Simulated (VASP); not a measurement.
# Ga2As (I4/mmm) in VASP: single point with PBE

Aim: the single point of Ga2As with PBE.

Program: VASP 6.6.1. These are calculated values, not measurements. Logs are shortened: lines on timing, memory, paths and dates and some standing lists are left out, and cuts for length are marked.

### Step 1. The cell of the first run

Symmetry: I4/mmm, No. 139, tetragonal system. The conventional cell has a = 4.885 Å, b = 4.885 Å, c = 5.719 Å, α = 90.00°, β = 90.00°, γ = 90.00°. Within 3.7 Å of Ga (site symmetry -4m2) lie 4 As at 2.83 Å and 6 Ga at 2.86 to 3.45 Å. Within 3.7 Å of As (site symmetry 4/mmm) lie 8 Ga at 2.83 Å.

### Step 2. Single point, PBE

The input, POSCAR:

```
Ga2As
1.0
   -2.4424691936      2.4424691936      2.8596417043
    2.4424691936     -2.4424691936      2.8596417043
    2.4424691936      2.4424691936     -2.8596417043
Ga As
2 1
Direct
    0.7500000000      0.2500000000      0.5000000000
    0.2500000000      0.7500000000      0.5000000000
    0.5000000000      0.5000000000      0.0000000000
```

The input, INCAR.step1:

```
  PREC = Accurate
  ENCUT = 520
  EDIFF = 1E-7
  ISMEAR = 0
  SIGMA = 0.1
  LREAL = F
  LASPH = T
  NELM = 100
  ALGO = Fast
  ISIF = 2
  LWAVE = F
  LCHARG = T
  GGA = PE
  NBANDS = 22
```

The input, KPOINTS.step1:

```
regular mesh
0
Gamma
  14 14 14
```

The input, INCAR.step2:

```
  PREC = Accurate
  ENCUT = 520
  EDIFF = 1E-7
  ISMEAR = -5
  SIGMA = 0.1
  LREAL = F
  LASPH = T
  NELM = 100
  ALGO = Fast
  ISIF = 2
  LWAVE = F
  LCHARG = F
  GGA = PE
  LORBIT = 11
  NBANDS = 22
  NEDOS = 1001
  ICHARG = 11
```

The input, KPOINTS.step2:

```
regular mesh
0
Gamma
  21 21 21
```

Potentials or basis: VASP PAW PBE potentials, release 64 (Ga_d, As).

On the command line:

```
$ cat potpaw_PBE.64/Ga_d/POTCAR potpaw_PBE.64/As/POTCAR > POTCAR
$ cp INCAR.step1 INCAR
$ cp KPOINTS.step1 KPOINTS
$ mpirun -np 1 vasp_std > vasp.out
$ cp INCAR.step2 INCAR
$ cp KPOINTS.step2 KPOINTS
$ mpirun -np 1 vasp_std > vasp.out
```

OUTCAR:

```text
PREC = Accurate
   ENCUT = 520
   EDIFF = 1E-7
   ISMEAR = -5
   LREAL = F
   LASPH = T
   NELM = 100
   ISIF = 2
   GGA = PE
   LORBIT = 11
   ICHARG = 11

 ion  position               nearest neighbor table
   1  0.750  0.250  0.500-   3 2.83   3 2.83   3 2.83   3 2.83   2 2.86   2 2.86
   2  0.250  0.750  0.500-   3 2.83   3 2.83   3 2.83   3 2.83   1 2.86   1 2.86
   3  0.500  0.500  0.000-   2 2.83   1 2.83   1 2.83   2 2.83   1 2.83   2 2.83   2 2.83   1 2.83

  LATTYP: Found a body centered tetragonal cell.
 ALAT       =     4.8849383872
 C/A-ratio  =     1.1707994974

  Lattice vectors:

 A1 = (  -2.4424691936,   2.4424691936,   2.8596417043)
 A2 = (   2.4424691936,  -2.4424691936,   2.8596417043)
 A3 = (   2.4424691936,   2.4424691936,  -2.8596417043)

Analysis of symmetry for initial positions (statically):
=====================================================================
 Subroutine PRICEL returns:
 Original cell was already a primitive cell.

 Routine SETGRP: Setting up the symmetry group for a
 body centered tetragonal supercell.

 Subroutine GETGRP returns: Found 16 space group operations
 (whereof 16 operations were pure point group operations)
 out of a pool of 16 trial point group operations.

The static configuration has the point symmetry D_4h.

Analysis of symmetry for dynamics (positions and initial velocities):
=====================================================================
 Subroutine PRICEL returns:
 Original cell was already a primitive cell.

 Routine SETGRP: Setting up the symmetry group for a
 body centered tetragonal supercell.

 Subroutine GETGRP returns: Found 16 space group operations
 (whereof 16 operations were pure point group operations)
 out of a pool of 16 trial point group operations.

The dynamic configuration has the point symmetry D_4h.

 Subroutine INISYM returns: Found 16 space group operations
 (whereof 16 operations are pure point group operations),
 and found     1 'primitive' translations

----------------------------------------------------------------------------------------

                                     Primitive cell

  volume of cell :      68.2386

  direct lattice vectors                    reciprocal lattice vectors
    -2.442469194  2.442469194  2.859641704     0.000000000  0.204710873  0.174847079
     2.442469194 -2.442469194  2.859641704     0.204710873  0.000000000  0.174847079
     2.442469194  2.442469194 -2.859641704     0.204710873  0.204710873  0.000000000

  length of vectors
     4.484290602  4.484290602  4.484290602     0.269217463  0.269217463  0.289504892

  position of ions in fractional coordinates (direct lattice)
     0.750000000  0.250000000  0.500000000
     0.250000000  0.750000000  0.500000000
     0.500000000  0.500000000  0.000000000

  ion indices of the primitive-cell ions
   primitive index   ion index
                 1           1
                 2           2
                 3           3

----------------------------------------------------------------------------------------

 KPOINTS: regular mesh

Automatic generation of k-mesh.
 Grid dimensions read from file:
 generate k-points for:   21   21   21

 Generating k-lattice:

  Cartesian coordinates                     Fractional coordinates (reciprocal lattice)
     0.000000000  0.009748137  0.008326051     0.047619048  0.000000000  0.000000000
     0.009748137  0.000000000  0.008326051     0.000000000  0.047619048  0.000000000
     0.009748137  0.009748137  0.000000000     0.000000000  0.000000000  0.047619048

  Length of vectors
     0.012819879  0.012819879  0.013785947

  Shift w.r.t. Gamma in fractional coordinates (k-lattice)
     0.000000000  0.000000000  0.000000000

 TETIRR: Found  11769 inequivalent tetrahedra from    55566

 Subroutine IBZKPT returns following result:
 ===========================================

 Found    726 irreducible k-points:

 Following reciprocal coordinates:
            Coordinates               Weight
  0.000000  0.000000  0.000000      1.000000
  0.047619  0.000000 -0.000000      8.000000
  0.095238  0.000000 -0.000000      8.000000
  0.142857  0.000000 -0.000000      8.000000
  0.190476  0.000000 -0.000000      8.000000
  0.238095  0.000000 -0.000000      8.000000
[... 16 lines left out ...]
 -0.428571  0.047619  0.000000     16.000000
 -0.380952  0.047619  0.000000     16.000000
 [... further k-points ...]
   k-points           NKPTS =    726   k-points in BZ     NKDIM =    726   number of bands    NBANDS=     22
   number of dos      NEDOS =   1001   number of ions     NIONS =      3
   total plane-waves  NPLWV =  46656
   dimension x,y,z NGX =    36 NGY =   36 NGZ =   36
   dimension x,y,z NGXF=    72 NGYF=   72 NGZF=   72
   ions per type =               2   1
   NGX,Y,Z   is equivalent  to a cutoff of  13.35, 13.35, 13.35 a.u.
   NGXF,Y,Z  is equivalent  to a cutoff of  26.69, 26.69, 26.69 a.u.
 SYSTEM =  unknown system
   PREC   = accura    normal or accurate (medium, high low for compatibility)
   ISTART =      0    job   : 0-new  1-cont  2-samecut
   ICHARG =     11    charge: 1-file 2-atom 10-const
   ISPIN  =      1    spin polarized calculation?
   LNONCOLLINEAR =      F non collinear calculations
   LSORBIT =      F    spin-orbit coupling
   LASPH  =      T    aspherical Exc in radial PAW
   ENCUT  =  520.0 eV  38.22 Ry    6.18 a.u.   8.34  8.34  8.34*2*pi/ulx,y,z
   NELM   =    100;   NELMIN=  2; NELMDL=  0     # of ELM steps
   EDIFF  = 0.1E-06   stopping-criterion for ELM
   LREAL  =      F    real-space projection
   EDIFFG = 0.1E-05   stopping-criterion for IOM
   NSW    =      0    number of steps for IOM
   IBRION =     -1    ionic relax: 0-MD 1-quasi-New 2-CG
   NFREE  =      0    steps in history (QN), initial steepest desc. (CG)
   ISIF   =      2    stress and relaxation
   ISYM   =      2    0-nonsym 1-usesym 2-fastsym
   POTIM  = 0.5000    time-step for ionic-motion
   TEBEG  =    0.0;   TEEND  =   0.0 temperature during run
   PSTRESS=    0.0 pullay stress
   NELECT =      31.0000    total number of electrons
   NUPDOWN=      -1.0000    fix difference up-down
   EMIN   =  10.00;   EMAX   =-10.00  energy-range for DOS
   EFERMI =   0.00;   METHOD = LEGACY
   ISMEAR =    -5;   SIGMA  =   0.10  broadening in eV -4-tet -1-fermi 0-gaus
   EFERMI_NEDOS =   21; number of points for ismear=-14 and -15
   IALGO  =     68    algorithm
   IMIX   =      4    mixing-type and parameters
     AMIX     =   0.40;   BMIX     =  1.00
     AMIX_MAG =   1.60;   BMIX_MAG =  1.00
  volume/ion in A,a.u.               =      22.75       153.50
  Fermi-wavevector in a.u.,A,eV,Ry     =   1.258497  2.378214 21.549102  1.583814
  Thomas-Fermi vector in A             =   2.392103
   LORBIT       =     11    0 simple, 1 ext, 2 COOP (PROOUT), +10 PAW based schemes
   GGA     = PE    functional components
   LHFCALC =     F    Hartree Fock is set to
   AEXX    =    0.0000 exact exchange contribution
   IVDW    =     0    specifies the selected vdW correction
   LEPSILON=     F    determine dielectric tensor
   LRPA    =     F    only Hartree local field effects (RPA)
 non-spin polarized calculation
 RMM-DIIS sequential band-by-band and
 Fermi weights with tetrahedron method with Bloechl corrections
  energy-cutoff  :      520.00
  volume of cell :       68.24
 maximum number of plane-waves:      1855
 NGX is ok and might be reduce to    36

 number of electron      31.0000000 magnetization

 Free energy of the ion-electron system (eV)
  ---------------------------------------------------
  ext. energy  EPLUGINS =         0.00000000
  ---------------------------------------------------
  free energy    TOTEN  =       -10.27711363 eV

  energy without entropy =      -10.27711363  energy(sigma->0) =      -10.27711363

 E-fermi :   4.2697     XC(G=0):  -9.8264

 val. band max:        4.3966585234   @ k =   0.1905   0.1905   0.1429
 cond. band min:       4.1900027829   @ k =   0.1905   0.1905   0.0952
 fundamental gap:     -0.2066557405
 Fermi energy:         4.2697290460

 k-point     1 :       0.0000    0.0000    0.0000
  band No.  band energies     occupation
      1     -10.7891      2.00000
      2     -10.7104      2.00000
      3     -10.7104      2.00000
      4     -10.6815      2.00000
      5     -10.6570      2.00000
      6     -10.6059      2.00000
[... 14 lines left out ...]
     21       8.6725      0.00000
     22       9.7156      0.00000

 k-point     2 :       0.0476    0.0000   -0.0000
  band No.  band energies     occupation
      1     -10.7873      2.00000
      2     -10.7099      2.00000
      3     -10.7094      2.00000
      4     -10.6807      2.00000
      5     -10.6571      2.00000
      6     -10.6062      2.00000
[... 14 lines left out ...]
     21       8.6260      0.00000
     22       9.9144      0.00000

 k-point     3 :       0.0952    0.0000   -0.0000
  band No.  band energies     occupation
      1     -10.7820      2.00000
      2     -10.7083      2.00000
      3     -10.7063      2.00000
      4     -10.6785      2.00000
      5     -10.6572      2.00000
      6     -10.6071      2.00000
[... 14 lines left out ...]
     21       8.5435      0.00000
     22      10.3669      0.00000
[... 476 lines left out ...]
 k-point    23 :      -0.4286    0.0476    0.0000
  band No.  band energies     occupation
      1     -10.6873      2.00000
      2     -10.6817      2.00000
      3     -10.6516      2.00000
      4     -10.6366      2.00000
      5     -10.6317      2.00000
      6     -10.6261      2.00000
[... 14 lines left out ...]
     21      10.1947      0.00000
     22      10.5604      0.00000

 k-point    24 :      -0.3810    0.0476    0.0000
  band No.  band energies     occupation
      1     -10.7061      2.00000
      2     -10.6906      2.00000
      3     -10.6622      2.00000
      4     -10.6418      2.00000
      5     -10.6406      2.00000
      6     -10.6238      2.00000
[... 14 lines left out ...]
     21      10.0081      0.00000
     22      10.4764      0.00000

 [... further k-points ...]

------------------------ aborting loop because EDIFF is reached ----------------------------------------

  FORCE on cell =-STRESS in cart. coord.  units (eV):
  Direction    XX          YY          ZZ          XY          YZ          ZX
  --------------------------------------------------------------------------------------
  -------------------------------------------------------------------------------------
  Total        0.0317073      0.0317073     -0.0790592      0.0000000      0.0000000      0.0000000
  in kB        0.7444569      0.7444569     -1.8562365      0.0000000      0.0000000      0.0000000
  external PRESSURE =      -0.1224409 kB  Pullay stress =       0.0000000 kB

 VOLUME and BASIS-vectors are now :
 -----------------------------------------------------------------------------
  energy-cutoff  :      520.00
  volume of cell :       68.24
      direct lattice vectors                 reciprocal lattice vectors
    -2.442469194  2.442469194  2.859641704     0.000000000  0.204710873  0.174847079
     2.442469194 -2.442469194  2.859641704     0.204710873  0.000000000  0.174847079
     2.442469194  2.442469194 -2.859641704     0.204710873  0.204710873  0.000000000

 POSITION                                       TOTAL-FORCE (eV/Angst)
 -----------------------------------------------------------------------------------
      0.00000      2.44247      1.42982         0.000000      0.000000      0.000000
      2.44247      0.00000      1.42982        -0.000000     -0.000000     -0.000000
      0.00000      0.00000      2.85964         0.000000     -0.000000      0.000000
 -----------------------------------------------------------------------------------
    total drift:                               -0.000000      0.000000     -0.000000

  FREE ENERGIE OF THE ION-ELECTRON SYSTEM (eV)
  ---------------------------------------------------
  free  energy   TOTEN  =       -10.2771136337 eV

  energy  without entropy=      -10.2771136337  energy(sigma->0) =      -10.27711363

 total charge

# of ion       s       p       d       tot
------------------------------------------
    1        1.057   0.482   9.953  11.493
    2        1.057   0.482   9.953  11.493
    3        1.305   1.348   0.038   2.691
--------------------------------------------------
tot          3.419   2.313  19.944  25.676
```

Run time: 9 min. Hardware: 1 thread of Intel Xeon 6975P-C (Granite Rapids), shared host; peak memory 1 GiB.

Results:

| Item | Value |
| --- | --- |
| Valence electrons inside the program's atomic spheres | Ga 11.49; As 2.69 |

Caveat: tetrahedron occupations give inexact forces and stress in metals.
